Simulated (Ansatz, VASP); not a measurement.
# ZnCd3Se3S: VASP beside Ansatz

Contents of INCAR:

```
PREC = Accurate
ENCUT = 520
EDIFF = 1E-7
ISMEAR = 0
SIGMA = 0.1
LREAL = False
LASPH = True
NELM = 80
ALGO = Normal
ISIF = 2
LWAVE = False
LCHARG = False
GGA = PE
NBANDS = 46
```

File KPOINTS:

```
regular mesh
0
Gamma
  4 4 1
```

File POSCAR:

```
ZnCd3Se3S
1.0
    4.2199461756      0.0000000000      0.0000000000
    0.0000000000      4.2461028696      0.0000000000
    0.0000000000      0.0000000000     12.1037144623
Zn Cd Se S
1 3 3 1
Direct
    0.0000000000      0.0000000000      0.9910984217
    0.0000000000      0.0000000000      0.5035498887
    0.5000000000      0.5000000000      0.2360647178
    0.5000000000      0.5000000000      0.7706231637
    0.0000000000      0.5000000000      0.6364647200
    0.5000000000      0.0000000000      0.3691453387
    0.0000000000      0.5000000000      0.1014851927
    0.5000000000      0.0000000000      0.8915685566
```

Input for Ansatz:

```yaml
crystal:
  lattice:
    - [4.2199461756, 0.0, 0.0]
    - [0.0, 4.2461028696, 0.0]
    - [0.0, 0.0, 12.1037144623]
  atoms:
    - { symbol: Zn, position: [0.0, 0.0, 0.9910984217] }
    - { symbol: Cd, position: [0.0, 0.0, 0.5035498887] }
    - { symbol: Cd, position: [0.5, 0.5, 0.2360647178] }
    - { symbol: Cd, position: [0.5, 0.5, 0.7706231637] }
    - { symbol: Se, position: [0.0, 0.5, 0.63646472] }
    - { symbol: Se, position: [0.5, 0.0, 0.3691453387] }
    - { symbol: Se, position: [0.0, 0.5, 0.1014851927] }
    - { symbol: S, position: [0.5, 0.0, 0.8915685566] }
basis:
  ecutwfc: 420
kpoints:
  mp_grid: { grid: [4, 4, 1] }
hamiltonian:
  xc: pbe
scf:
  occupations: { method: gaussian, width: 0.1 }
  lower_state_search: "off"
output:
  forces: true
  stress: true
  eigenvalues: true
```

Alike in both runs: task single point; functional PBE; k mesh 4 × 4 × 1; occupations gaussian, width 0.1 eV; no spin polarisation.

|  | VASP | Ansatz |
| --- | --- | --- |
| version | VASP 6.6.1 | Ansatz 0.2.0 |
| potentials or method | VASP PAW PBE potentials, release 64 (Zn, Cd, Se, S), cutoff 520 eV | scalar-relativistic, plane waves, PAW |
| valence electrons in the cell | 72 | 126 |

VASP gave:

- gap on the k mesh at the Fermi level (eV): 0.64
- least direct gap on the mesh (eV): 0.64
- pressure (GPa): 0.3
- traceless stress, the component that is largest in VASP (GPa): -0.13
- rms of the force components (eV/Å): 0.011

**Question.** Which values does Ansatz return?

**Answer.** gap on the k mesh at the Fermi level (eV): 0.64; least direct gap on the mesh (eV): 0.64; pressure (GPa): 0.0; traceless stress, the component that is largest in VASP (GPa): -0.14; rms of the force components (eV/Å): 0.005.

Atom by atom the forces differ by 0.005 eV/Å (rms over components). The functional is the same, so the differences come from potentials, cutoffs and numerics. VASP's potentials hold 72 valence electrons a cell and Ansatz's 126, so a difference there can come from the potentials and not from the codes.

The k mesh is coarse, so the values compare programs but aren't converged.
